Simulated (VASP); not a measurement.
Zn2W: relaxation of cell and atoms with r2SCAN

Crystal: Zn2W.

```
Zn W
1.0
     2.90954    0.00000    0.00000
    -1.45477    2.51974    0.00000
     0.00000    0.00000   11.31693
Zn W
4 2
Direct
  0.33333 0.66667 0.62750
  0.66667 0.33333 0.12750
  0.33333 0.66667 0.87250
  0.66667 0.33333 0.37250
  0.33333 0.66667 0.25000
  0.66667 0.33333 0.75000
```

```json
{"Program": "VASP 6.6.1", "Task": "relaxation of cell and atoms", "Functional": "r2SCAN", "Potentials or basis": "VASP PAW PBE potentials, release 64 (Zn, W_sv)", "Cutoff": "600 eV", "k mesh": "6 × 6 × 2", "Occupations": "gaussian, width 0.1 eV", "Spin": "no spin polarisation", "Dipole correction": "no", "Further INCAR settings": "ALGO = Normal; EDIFF = 1e-06; IBRION = 2; EDIFFG = -0.04; NSW = 90; ISIF = 3"}
```

The relaxed volume is 14.87 Å³/atom, the relaxed cell is a = 2.794 Å, b = 2.794 Å, c = 13.199 Å, α = 90.00°, β = 90.00°, γ = 120.00° and the space group after relaxing (to 0.1 Å) is P6_3/mmc (No. 194). The pressure after relaxing is 0.2 GPa and the largest force after relaxing is 0.004 eV/Å. The band gap on the k mesh is zero (bands 38 and 39 overlap by 0.31 eV).

Forces in eV/Å, atoms in the order of the input:
```
Zn   0.000  0.000 -0.004
Zn   0.000  0.000 -0.004
Zn   0.000  0.000  0.004
Zn   0.000  0.000  0.004
W    0.000  0.000  0.000
W    0.000  0.000  0.000
```

Stress tensor (GPa, compression positive):
```
0.27 0.00 0.00
0.00 0.27 0.00
0.00 0.00 0.03
```

Final structure:
```yaml
crystal:
  lattice:
    - [2.79370, 0.00000, 0.00000]
    - [-1.39685, 2.41942, 0.00000]
    - [0.00000, 0.00000, 13.19892]
  atoms:
    - { symbol: Zn, position: [0.33333, 0.66667, 0.58064] }
    - { symbol: Zn, position: [0.66667, 0.33333, 0.08064] }
    - { symbol: Zn, position: [0.33333, 0.66667, 0.91936] }
    - { symbol: Zn, position: [0.66667, 0.33333, 0.41936] }
    - { symbol: W, position: [0.33333, 0.66667, 0.25000] }
    - { symbol: W, position: [0.66667, 0.33333, 0.75000] }
```

Levels at points of the mesh, in eV from the Fermi level:
| k point | band 35 | band 36 | band 37 | band 38 | band 39 | band 40 | band 41 | band 42 |
| --- | --- | --- | --- | --- | --- | --- | --- | --- |
| (0.00, 0.00, 0.00) | -2.51 | -1.84 | -0.10 | -0.10 | -0.10 | -0.10 | 3.14 | 3.14 |
| (0.50, 0.00, 0.00) | -2.42 | -1.86 | -1.12 | -0.77 | 1.34 | 1.69 | 1.77 | 2.66 |
| (0.00, 0.00, 0.50) | -2.26 | -2.26 | -0.10 | -0.10 | -0.10 | -0.10 | 3.14 | 3.14 |
| (0.50, 0.00, 0.50) | -2.47 | -2.47 | -0.61 | -0.61 | 1.37 | 1.37 | 1.73 | 1.73 |

It took 59 min on 1 thread of AMD EPYC 9R45 96-Core Processor (Zen 5), on a shared host, peak memory 0.24 GiB.

Caveat: the k points lie up to 0.43 Å⁻¹ apart in the final cell; a cell axis changed by over 15 % at a fixed basis, so the end point is rough; the PAW data sets were made with another functional, which shifts forces and pressure a little; spin-orbit coupling is left out, which moves the levels of the heavy elements.
